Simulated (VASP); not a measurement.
# Ag (C2/m) in VASP: notebook, part 2 of 2

VASP 6.6.1.

## Step 5: Relaxation of cell and atoms, PBE

This run uses another cell than the first one: it holds 8 atoms, not 4.

Contents of INCAR:

```
SYSTEM = Ag
PREC     = Accurate       ! precision mode
ENCUT    = 600            ! plane-wave cutoff, eV
EDIFF    = 1E-6           ! SCF threshold, eV
ISMEAR   = 0              ! smearing method
SIGMA    = 0.1            ! smearing width, eV
LREAL    = .FALSE.        ! projectors in reciprocal space
LASPH    = .TRUE.         ! aspherical terms in the spheres
NELM     = 100            ! most SCF steps
ALGO     = Normal         ! electronic algorithm
ISIF     = 3              ! what is computed and relaxed
LWAVE    = .FALSE.        ! write WAVECAR
LCHARG   = .FALSE.        ! write CHGCAR
GGA      = PE             ! functional
IBRION   = 2              ! ionic algorithm
NSW      = 90             ! ionic steps
EDIFFG   = -0.04          ! ionic threshold
```

Contents of KPOINTS:

```
Automatic mesh
0
G
  4 4 4
  0 0 0
```

Contents of POSCAR:

```
Ag
1.0
    5.0794408888     -3.5900239055      0.0000000000
    5.0794408888      3.5900239055      0.0000000000
   -2.0958142753      0.0000000000      4.2405492385
Ag
8
Direct
    0.8260000000      0.8260000000      0.1740000000
    0.1740000000      0.1740000000      0.8260000000
    0.2480000000      0.2480000000      0.1860000000
    0.7520000000      0.7520000000      0.8140000000
    0.7691000000      0.3029000000      0.1810000000
    0.6971000000      0.2309000000      0.8190000000
    0.2309000000      0.6971000000      0.8190000000
    0.3029000000      0.7691000000      0.1810000000
```

Potentials or basis: VASP PAW PBE potentials, release 64 (Ag).

Launch:

```bash
cat potpaw_PBE.64/Ag/POTCAR > POTCAR
mpirun -np 1 vasp_std > vasp.out
```

OUTCAR:

```text
SYSTEM = Ag
   PREC = Accurate
   ENCUT = 600
   EDIFF = 1E-6
   ISMEAR = 0
   LREAL = .FALSE.
   LASPH = .TRUE.
   NELM = 100
   ISIF = 3
   GGA = PE
   IBRION = 2
   NSW = 90
   EDIFFG = -0.04

 ion  position               nearest neighbor table
   1  0.826  0.826  0.174-   4 1.53   5 2.86   8 2.86   7 3.25   6 3.25   7 3.34   6 3.34   5 3.40
                             8 3.40   4 3.43   2 3.51
   2  0.174  0.174  0.826-   3 1.53   6 2.86   7 2.86   5 3.25   8 3.25   5 3.34   8 3.34   7 3.40
                             6 3.40   3 3.43   1 3.51
   3  0.248  0.248  0.186-   2 1.53   5 2.88   8 2.88   7 3.25   6 3.25   7 3.28   6 3.28   8 3.38
                             5 3.38   2 3.43
   4  0.752  0.752  0.814-   1 1.53   6 2.88   7 2.88   5 3.25   8 3.25   5 3.28   8 3.28   6 3.38
                             7 3.38   1 3.43
   5  0.769  0.303  0.181-   6 1.54   1 2.86   3 2.88   2 3.25   4 3.25   4 3.28   2 3.34   8 3.35
                             3 3.38   1 3.40   6 3.41
   6  0.697  0.231  0.819-   5 1.54   2 2.86   4 2.88   1 3.25   3 3.25   3 3.28   1 3.34   7 3.35
                             4 3.38   2 3.40   5 3.41
   7  0.231  0.697  0.819-   8 1.54   2 2.86   4 2.88   1 3.25   3 3.25   3 3.28   1 3.34   6 3.35
                             4 3.38   2 3.40   8 3.41
   8  0.303  0.769  0.181-   7 1.54   1 2.86   3 2.88   2 3.25   4 3.25   4 3.28   2 3.34   5 3.35
                             3 3.38   1 3.40   7 3.41

 -----------------------------------------------------------------------------
|                                                                             |
|           W    W    AA    RRRRR   N    N  II  N    N   GGGG   !!!           |
|           W    W   A  A   R    R  NN   N  II  NN   N  G    G  !!!           |
|           W    W  A    A  R    R  N N  N  II  N N  N  G       !!!           |
|           W WW W  AAAAAA  RRRRR   N  N N  II  N  N N  G  GGG   !            |
|           WW  WW  A    A  R   R   N   NN  II  N   NN  G    G                |
|           W    W  A    A  R    R  N    N  II  N    N   GGGG   !!!           |
|                                                                             |
|     The distance between some ions is very small. Please check the          |
|     nearest-neighbor list in the OUTCAR file.                               |
|     I HOPE YOU KNOW WHAT YOU ARE DOING!                                     |
|                                                                             |
 -----------------------------------------------------------------------------

  LATTYP: Found a base centered monoclinic cell.
 ALAT       =    10.1588817776
 B/A-ratio  =     0.7067754078
 C/A-ratio  =     0.4656211067
 COS(beta)  =    -0.4430719219

  Lattice vectors:

 A1 = (   5.0794408888,  -3.5900239055,   0.0000000000)
 A2 = (   5.0794408888,   3.5900239055,   0.0000000000)
 A3 = (  -2.0958142753,   0.0000000000,   4.2405492385)

Analysis of symmetry for initial positions (statically):
=====================================================================
 Subroutine PRICEL returns:
 Original cell was already a primitive cell.

 Routine SETGRP: Setting up the symmetry group for a
 base centered monoclinic supercell.

 Subroutine GETGRP returns: Found  4 space group operations
 (whereof  4 operations were pure point group operations)
 out of a pool of  4 trial point group operations.

The static configuration has the point symmetry C_2h.

Analysis of symmetry for dynamics (positions and initial velocities):
=====================================================================
 Subroutine PRICEL returns:
 Original cell was already a primitive cell.

 Routine SETGRP: Setting up the symmetry group for a
 base centered monoclinic supercell.

 Subroutine GETGRP returns: Found  4 space group operations
 (whereof  4 operations were pure point group operations)
 out of a pool of  4 trial point group operations.

The dynamic configuration has the point symmetry C_2h.

[... 68 lines left out ...]
  0.250000 -0.000000  0.000000      4.000000
  0.500000 -0.000000  0.000000      2.000000
  0.250000  0.250000  0.000000      2.000000
  0.500000  0.250000  0.000000      4.000000
 -0.250000  0.250000  0.000000      2.000000
[... 16 lines left out ...]
 -0.250000  0.250000  0.500000      2.000000
  0.500000  0.500000  0.500000      1.000000
   k-points           NKPTS =     24   k-points in BZ     NKDIM =     24   number of bands    NBANDS=     52
   number of dos      NEDOS =    301   number of ions     NIONS =      8
   total plane-waves  NPLWV = 100000
   dimension x,y,z NGX =    50 NGY =   50 NGZ =   40
   dimension x,y,z NGXF=   100 NGYF=  100 NGZF=   80
   ions per type =               8
   NGX,Y,Z   is equivalent  to a cutoff of  13.36, 13.36, 14.06 a.u.
   NGXF,Y,Z  is equivalent  to a cutoff of  26.73, 26.73, 28.12 a.u.
 SYSTEM =  Ag
   PREC   = accura    normal or accurate (medium, high low for compatibility)
   ISTART =      0    job   : 0-new  1-cont  2-samecut
   ICHARG =      2    charge: 1-file 2-atom 10-const
   ISPIN  =      1    spin polarized calculation?
   LNONCOLLINEAR =      F non collinear calculations
   LSORBIT =      F    spin-orbit coupling
   LASPH  =      T    aspherical Exc in radial PAW
   ENCUT  =  600.0 eV  44.10 Ry    6.64 a.u.  12.42 12.42  9.45*2*pi/ulx,y,z
   NELM   =    100;   NELMIN=  2; NELMDL= -5     # of ELM steps
   EDIFF  = 0.1E-05   stopping-criterion for ELM
   LREAL  =      F    real-space projection
   EDIFFG = -.4E-01   stopping-criterion for IOM
   NSW    =     90    number of steps for IOM
   IBRION =      2    ionic relax: 0-MD 1-quasi-New 2-CG
   NFREE  =      1    steps in history (QN), initial steepest desc. (CG)
   ISIF   =      3    stress and relaxation
   ISYM   =      2    0-nonsym 1-usesym 2-fastsym
   POTIM  = 0.5000    time-step for ionic-motion
   TEBEG  =    0.0;   TEEND  =   0.0 temperature during run
   PSTRESS=    0.0 pullay stress
   NELECT =      88.0000    total number of electrons
   NUPDOWN=      -1.0000    fix difference up-down
   EMIN   =  10.00;   EMAX   =-10.00  energy-range for DOS
   EFERMI =   0.00;   METHOD = LEGACY
   ISMEAR =     0;   SIGMA  =   0.10  broadening in eV -4-tet -1-fermi 0-gaus
   EFERMI_NEDOS =   21; number of points for ismear=-14 and -15
   IALGO  =     38    algorithm
   IMIX   =      4    mixing-type and parameters
     AMIX     =   0.40;   BMIX     =  1.00
     AMIX_MAG =   1.60;   BMIX_MAG =  1.00
  volume/ion in A,a.u.               =      19.33       130.46
  Fermi-wavevector in a.u.,A,eV,Ry     =   1.356586  2.563575 25.039142  1.840325
  Thomas-Fermi vector in A             =   2.483576
   LORBIT       =      0    0 simple, 1 ext, 2 COOP (PROOUT), +10 PAW based schemes
   GGA     = PE    functional components
   LHFCALC =     F    Hartree Fock is set to
   AEXX    =    0.0000 exact exchange contribution
   IVDW    =     0    specifies the selected vdW correction
   LEPSILON=     F    determine dielectric tensor
   LRPA    =     F    only Hartree local field effects (RPA)
 conjugate gradient relaxation of ions
 non-spin polarized calculation
 Gauss-broadening in eV      SIGMA  =   0.10
  energy-cutoff  :      600.00
  volume of cell :      154.66
 maximum number of plane-waves:      5185
 NGX is ok and might be reduce to    50

--------------------------------------- Ionic step        1  -------------------------------------------

 number of electron      88.0000001 magnetization

 Free energy of the ion-electron system (eV)
  ---------------------------------------------------
  ext. energy  EPLUGINS =         0.00000000
  ---------------------------------------------------
  free energy    TOTEN  =        52.97662542 eV

  energy without entropy =       52.98905138  energy(sigma->0) =       52.98283840

------------------------ aborting loop because EDIFF is reached ----------------------------------------

  FORCE on cell =-STRESS in cart. coord.  units (eV):
  Direction    XX          YY          ZZ          XY          YZ          ZX
  --------------------------------------------------------------------------------------
  -------------------------------------------------------------------------------------
  Total       -1.9727104     -3.9357703    285.3314607      0.0000000      0.0000000     -3.0850981
  in kB      -20.4365961    -40.7732160   2955.9350347      0.0000000      0.0000000    -31.9605471
  external PRESSURE =     964.9084076 kB  Pullay stress =       0.0000000 kB
[... 4091 lines left out ...]
     51      12.6169      0.00000
     52      12.6802      0.00000

[... ionic steps 4 to 56 ...]

--------------------------------------- Ionic step       57  -------------------------------------------

 number of electron      88.0000005 magnetization

------------------------ aborting loop because EDIFF is reached ----------------------------------------
[... 79 lines left out ...]
--------------------------------------- Ionic step       59  -------------------------------------------

 number of electron      88.0000012 magnetization

 Free energy of the ion-electron system (eV)
  ---------------------------------------------------
  ext. energy  EPLUGINS =         0.00000000
  ---------------------------------------------------
  free energy    TOTEN  =       -21.71364573 eV

  energy without entropy =      -21.69978892  energy(sigma->0) =      -21.70671732

 E-fermi :   7.6063     XC(G=0): -11.9261

 val. band max:        7.5292656158   @ k =   0.2500   0.2500   0.0000
 cond. band min:       7.6100291617   @ k =   0.2500  -0.0000   0.0000
 fundamental gap:      0.0807635459
 Fermi energy:         7.6063253734
[... 1078 lines left out ...]
     31       4.0316      2.00000
     32       4.0318      2.00000
     33       4.232
```

Run time: 1.5 h. Hardware: 1 thread of AMD EPYC 9R45 (Zen 5), shared host; peak memory 0.38 GiB.

What came out:

```
Free energy                            : -21.7136 eV
Relaxed volume                         : 17.88 Å³/atom
Relaxed cell                           : a = 5.961 Å, b = 5.961 Å, c = 5.046 Å, α = 108.38°, β = 108.38°, γ = 58.85°
Space group after relaxing (to 0.05 Å) : C2/m (No. 12)
Energy gained by relaxing              : 9336.3 meV/atom
Ionic steps                            : 59
Pressure after relaxing                : 0.1 GPa
Largest force after relaxing           : 0.032 eV/Å
Band gap on the k mesh                 : zero (band 44 reaches 9.91 eV, above the bottom of band 45 at 6.89 eV)
```

Forces on the atoms (eV/Å):
```
Ag   0.015  0.000 -0.009
Ag  -0.015  0.000  0.009
Ag  -0.026  0.000 -0.016
Ag   0.026  0.000  0.016
Ag   0.003  0.008  0.031
Ag  -0.003  0.008 -0.031
Ag  -0.003 -0.008 -0.031
Ag   0.003 -0.008  0.031
```

The path:
```csv
step,energy change (eV),largest force (eV/Å),pressure (GPa),volume (Å³)
1,0.0000,48.0282,96.49,154.66
3,-68.1274,2.4262,2.72,267.54
5,-68.8438,0.9664,-4.34,276.43
7,-69.8642,1.4872,1.92,237.09
9,-71.1761,0.4974,-3.59,223.44
11,-71.3711,0.3947,-4.88,212.67
13,-71.6614,0.6657,-1.57,190.77
15,-72.2409,0.9527,2.75,165.09
17,-72.6576,1.3428,2.37,158.88
19,-72.7828,1.8053,4.29,152.92
21,-73.4135,0.8347,-0.77,155.81
23,-73.5345,0.8572,-0.86,154.97
25,-73.9111,0.2684,-0.08,148.83
27,-73.9444,0.4215,-0.84,150.19
29,-74.0407,0.3601,1.86,144.66
31,-74.1345,0.4129,-0.54,147.72
33,-74.2781,0.3027,-0.50,146.26
35,-74.4000,0.5849,0.98,142.82
37,-74.4529,0.3412,-0.20,144.54
39,-74.5026,0.0906,0.22,143.35
41,-74.5168,0.0741,-0.24,143.90
43,-74.5406,0.0887,-1.58,146.13
45,-74.5510,0.1631,-1.41,145.77
47,-74.5551,0.1978,-1.29,145.58
49,-74.5699,0.2232,-0.68,144.60
51,-74.5744,0.2217,4.00,137.68
53,-74.6127,0.2057,1.52,141.04
55,-74.6773,0.1492,0.99,141.62
57,-74.6862,0.0933,-0.30,143.62
59,-74.6903,0.0322,0.05,143.05
```

Final structure:
```yaml
crystal:
  lattice:
    - [5.19111, -2.92858, 0.08814]
    - [5.19111, 2.92858, 0.08814]
    - [-1.90668, 0.00000, 4.67236]
  atoms:
    - { symbol: Ag, position: [0.87443, 0.87443, 0.75149] }
    - { symbol: Ag, position: [0.12557, 0.12557, 0.24851] }
    - { symbol: Ag, position: [0.37570, 0.37570, 0.75166] }
    - { symbol: Ag, position: [0.62430, 0.62430, 0.24834] }
    - { symbol: Ag, position: [0.87543, 0.37447, 0.74806] }
    - { symbol: Ag, position: [0.62553, 0.12457, 0.25194] }
    - { symbol: Ag, position: [0.12457, 0.62553, 0.25194] }
    - { symbol: Ag, position: [0.37447, 0.87543, 0.74806] }
```

Caveat: the k points lie up to 0.33 Å⁻¹ apart in the final cell.

## Step 6: The runs side by side

```tsv
task	cell	k mesh	cutoff (eV)	gap on the mesh (eV)	pressure (GPa)	relaxed volume (Å³/atom)	largest force (eV/Å)
single point	a = 2.930, b = 2.930, c = 9.527 Å, angles 94.7, 94.7, 62.1°, 4 atoms	6 × 6 × 2	520	none	-0.1	-	-
relaxation of cell and atoms	relaxed from a = 3.455, b = 3.455, c = 7.860 Å, angles 100.4, 100.4, 61.6°, 4 atoms	6 × 6 × 2	600	none	0.2	17.89	0.03
single point	a = 3.455, b = 3.455, c = 7.860 Å, angles 100.4, 100.4, 61.6°, 4 atoms	6 × 6 × 4	520	none	85.7	-	45.72
relaxation of cell and atoms	relaxed from a = 6.220, b = 6.220, c = 4.730 Å, angles 111.2, 111.2, 70.5°, 8 atoms	4 × 4 × 4	600	none	0.1	17.88	0.03
```

Alike in all rows: level PBE; potentials or basis VASP PAW PBE potentials, release 64 (Ag); no spin polarisation; smearing gaussian 0.1 eV.

Caveats: some runs use coarse meshes; forces of over 1 eV/Å act on the atoms, so gaps and moduli don't describe the material at rest (some runs).

Total energies depend on the potentials used, so only differences within one code and one set of settings carry meaning.
